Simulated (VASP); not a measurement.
# Fe (P6_3/mmc) in VASP: notebook, part 2 of 2

VASP 6.6.1.

## Step 3: Single point, BLYP (9.78 Å³/atom)

This run uses another cell than the first one, of 9.78 Å³/atom.

The input, INCAR:

```
SYSTEM = Fe
AGGAC = 1.0
AGGAX = 1.0
ALDAC = 0.0
ALDAX = 1.0
ALGO = Normal
EDIFF = 1E-6
ENCUT = 520
GGA = B5
ISIF = 2
ISMEAR = -1
LASPH = .TRUE.
LCHARG = .TRUE.
LELF = .TRUE.
LREAL = .FALSE.
LVHAR = .TRUE.
LWAVE = .FALSE.
NBANDS = 15
NELM = 100
PREC = Accurate
SIGMA = 0.1
```

The input, KPOINTS:

```
k-points
0
G
  16 16 9
  0 0 0
```

The input, POSCAR:

```
Fe
1.0
    2.4280806207      0.0000000000      0.0000000000
   -1.2140403104      2.1027795000      0.0000000000
    0.0000000000      0.0000000000      3.8291374047
Fe
2
Direct
    0.3333333333      0.6666666667      0.2500000000
    0.6666666667      0.3333333333      0.7500000000
```

Potentials or basis: VASP PAW PBE potentials, release 64 (Fe).

Run with:

```
$ cat potpaw_PBE.64/Fe/POTCAR > POTCAR
$ mpirun -np 1 vasp_std > vasp.out
```

OUTCAR:

```text
SYSTEM = Fe
   EDIFF = 1E-6
   ENCUT = 520
   GGA = B5
   ISIF = 2
   ISMEAR = -1
   LASPH = .TRUE.
   LREAL = .FALSE.
   NELM = 100
   PREC = Accurate

 ion  position               nearest neighbor table
   1  0.333  0.667  0.250-   2 2.37   2 2.37   2 2.37   2 2.37   2 2.37   2 2.37
   2  0.667  0.333  0.750-   1 2.37   1 2.37   1 2.37   1 2.37   1 2.37   1 2.37

  LATTYP: Found a hexagonal cell.
 ALAT       =     2.4280806207
 C/A-ratio  =     1.5770223493

  Lattice vectors:

 A1 = (   2.4280806207,   0.0000000000,   0.0000000000)
 A2 = (  -1.2140403104,   2.1027795000,   0.0000000000)
 A3 = (   0.0000000000,   0.0000000000,   3.8291374047)

Analysis of symmetry for initial positions (statically):
=====================================================================
 Subroutine PRICEL returns:
 Original cell was already a primitive cell.

 Routine SETGRP: Setting up the symmetry group for a
 hexagonal supercell.

 Subroutine GETGRP returns: Found 24 space group operations
 (whereof 12 operations were pure point group operations)
 out of a pool of 24 trial point group operations.

The static configuration has the point symmetry D_3d.
[... 176 lines left out ...]
      6       6.6199      1.99999
      7       6.6199      1.99999
      8       6.9628      1.99981
      9       6.9628      1.99981
     10       8.6380      0.00109
     11       8.6380      0.00109
     12       8.7554      0.00034
     13      17.2178      0.00000
     14      30.4949      0.00000
[... 401 lines left out ...]
      2       3.9770      2.00000
      3       4.0596      2.00000
      4       4.5167      2.00000
      5       5.6860      2.00000
      6       6.4682      2.00000
      7       6.5396      2.00000
      8       7.7723      1.51568
      9       8.5932      0.00170
     10       8.8688      0.00011
     11       9.6258      0.00000
     12      17.5661      0.00000
     13      17.7287      0.00000
     14      19.6027      0.00000
     15      21.0310      0.00000

 [... further k-points ...]

------------------------ aborting loop because EDIFF is reached ----------------------------------------

  FORCE on cell =-STRESS in cart. coord.  units (eV):
  Direction    XX          YY          ZZ          XY          YZ          ZX
  --------------------------------------------------------------------------------------
  -------------------------------------------------------------------------------------
  Total        3.1077593      3.1077593      3.2477404     -0.0000000      0.0000000     -0.0000000
  in kB      254.6831268    254.6831269    266.1546739     -0.0000000      0.0000000     -0.0000000
  external PRESSURE =     258.5069759 kB  Pullay stress =       0.0000000 kB

 VOLUME and BASIS-vectors are now :
 -----------------------------------------------------------------------------
  energy-cutoff  :      520.00
  volume of cell :       19.55
      direct lattice vectors                 reciprocal lattice vectors
     2.428080621  0.000000000  0.000000000     0.411847939  0.237780519  0.000000000
    -1.214040310  2.102779500  0.000000000     0.000000000  0.475561037  0.000000000
     0.000000000  0.000000000  3.829137405     0.000000000  0.000000000  0.261155423

 POSITION                                       TOTAL-FORCE (eV/Angst)
 -----------------------------------------------------------------------------------
     -0.00000      1.40185      0.95728        -0.000000      0.000000      0.000000
      1.21404      0.70093      2.87185         0.000000      0.000000      0.000000
 -----------------------------------------------------------------------------------
    total drift:                                0.000000      0.000000     -0.000000

  FREE ENERGIE OF THE ION-ELECTRON SYSTEM (eV)
  ---------------------------------------------------
  free  energy   TOTEN  =       -14.0287220989 eV

  energy  without entropy=      -13.9481508717  energy(sigma->0) =      -13.98843649
```

Wall time 28 s (1 thread of Intel Xeon 6975P-C (Granite Rapids), shared host); peak memory 0.15 GiB.

What came out:

| Property | Result |
| --- | --- |
| Free energy | -14.0287 eV |
| Pressure | 25.9 GPa |
| Band gap on the k mesh | zero (bands 8 and 9 overlap by 1.99 eV) |

Levels at points of the mesh, in eV from the Fermi level:
| k point | band 6 | band 7 | band 8 | band 9 | band 10 | band 11 |
| --- | --- | --- | --- | --- | --- | --- |
| (0.00, 0.00, 0.00) | -1.27 | -1.27 | -0.92 | -0.92 | 0.75 | 0.75 |
| (0.50, 0.00, 0.00) | -1.58 | -1.11 | 0.86 | 1.10 | 1.15 | 2.92 |

Caveat: the cell stands under pressure; the PAW data sets were made with another functional, which shifts forces and pressure a little; the run has no spin polarisation, though such a crystal can be magnetic. Spin polarisation is off, so any magnetic state and its effect on volume and gap are missing.

## Step 4: Single point, BLYP (10.20 Å³/atom)

This run uses another cell than the first one, of 10.20 Å³/atom.

The input, INCAR:

```
SYSTEM = Fe
  PREC = Accurate
  ENCUT = 520
  EDIFF = 1E-7
  ISMEAR = -1
  SIGMA = 0.1
  LREAL = .False.
  LASPH = .True.
  NELM = 100
  ALGO = Normal
  ISIF = 2
  LWAVE = .False.
  LCHARG = .True.
  GGA = B5
  ALDAX = 1.0
  AGGAX = 1.0
  AGGAC = 1.0
  ALDAC = 0.0
  LELF = .True.
  LVHAR = .True.
  NBANDS = 15
```

The input, KPOINTS:

```
regular mesh
0
Gamma
  16 16 9
  0 0 0
```

The input, POSCAR:

```
Fe
1.0
    2.4627721737      0.0000000000      0.0000000000
   -1.2313860869      2.1328232662      0.0000000000
    0.0000000000      0.0000000000      3.8838467591
Fe
2
Direct
    0.3333333333      0.6666666667      0.2500000000
    0.6666666667      0.3333333333      0.7500000000
```

Run with:

```
$ cat potpaw_PBE.64/Fe/POTCAR > POTCAR
$ mpirun -np 1 vasp_std > vasp.out
```

Wall time 27 s (1 thread of Intel Xeon 6975P-C (Granite Rapids), shared host); peak memory 0.15 GiB.

Results (log left out):

| Property | Result |
| --- | --- |
| Free energy | -14.1264 eV |
| Pressure | 11.5 GPa |
| Band gap on the k mesh | zero (bands 8 and 9 overlap by 1.87 eV) |

Stress tensor (GPa, compression positive):
```
11.31  0.00  0.00
 0.00 11.31  0.00
 0.00  0.00 11.83
```

Levels at points of the mesh, in eV from the Fermi level:
| k point | band 6 | band 7 | band 8 | band 9 | band 10 | band 11 |
| --- | --- | --- | --- | --- | --- | --- |
| (0.00, 0.00, 0.00) | -1.19 | -1.19 | -0.87 | -0.87 | 0.71 | 0.71 |
| (0.50, 0.00, 0.00) | -1.49 | -1.04 | 0.80 | 1.03 | 1.08 | 2.77 |

Caveat: the cell stands under pressure; the PAW data sets were made with another functional, which shifts forces and pressure a little; the run has no spin polarisation, though such a crystal can be magnetic.

## Step 5: Single point, BLYP (10.63 Å³/atom)

This run uses another cell than the first one, of 10.63 Å³/atom.

The input, INCAR:

```
SYSTEM = Fe
  PREC = Accurate
  ENCUT = 520
  EDIFF = 1E-6
  ISMEAR = -1
  SIGMA = 0.1
  LREAL = .False.
  LASPH = .True.
  NELM = 100
  ALGO = Normal
  ISIF = 2
  LWAVE = .False.
  LCHARG = .False.
  GGA = B5
  ALDAX = 1.0
  AGGAX = 1.0
  AGGAC = 1.0
  ALDAC = 0.0
  NBANDS = 15
```

KPOINTS is that of step 4.

The input, POSCAR:

```
Fe
1.0
    2.4965129716      0.0000000000      0.0000000000
   -1.2482564858      2.1620436543      0.0000000000
    0.0000000000      0.0000000000      3.9370567515
Fe
2
Direct
    0.3333333333      0.6666666667      0.2500000000
    0.6666666667      0.3333333333      0.7500000000
```

Run with:

```
$ cat potpaw_PBE.64/Fe/POTCAR > POTCAR
$ mpirun -np 1 vasp_std > vasp.out
```

Run time: 30 s. Hardware: 1 thread of Intel Xeon 6975P-C (Granite Rapids), shared host; peak memory 0.16 GiB.

Results (log left out):

```yaml
Free_energy: -14.1559 eV
Pressure: 0.1 GPa
Band_gap_on_the_k_mesh: zero (bands 8 and 9 overlap by 1.76 eV)
```

Levels at points of the mesh, in eV from the Fermi level:
```
           k point  band 5  band 6  band 7  band 8  band 9  band 10  band 11  band 12
(0.00, 0.00, 0.00)   -1.42   -1.12   -1.12   -0.82   -0.82     0.67     0.67     0.83
(0.50, 0.00, 0.00)   -1.81   -1.41   -0.99    0.75    0.97     1.01     2.64     4.68
```

Caveat: the PAW data sets were made with another functional, which shifts forces and pressure a little; the run has no spin polarisation, though such a crystal can be magnetic.

## Step 6: Overview

```tsv
cell	gap on the mesh (eV)	pressure (GPa)
a = 2.392, b = 2.392, c = 3.773 Å, angles 90.0, 90.0, 120.0°, 2 atoms	none	43.9
a = 2.428, b = 2.428, c = 3.829 Å, angles 90.0, 90.0, 120.0°, 2 atoms	none	25.9
a = 2.463, b = 2.463, c = 3.884 Å, angles 90.0, 90.0, 120.0°, 2 atoms	none	11.5
a = 2.497, b = 2.497, c = 3.937 Å, angles 90.0, 90.0, 120.0°, 2 atoms	none	0.1
```

Alike in all rows: task single point; level BLYP; potentials or basis VASP PAW PBE potentials, release 64 (Fe); no spin polarisation; k mesh 16 × 16 × 9; cutoff (eV) 520; smearing fermi-dirac 0.1 eV.

Caveats: the PAW data sets were made with another functional, which shifts forces and pressure a little; the run has no spin polarisation, though such a crystal can be magnetic; the cell stands under pressure (at least some runs).

Total energies depend on the potentials used, so only differences within one code and one set of settings carry meaning.
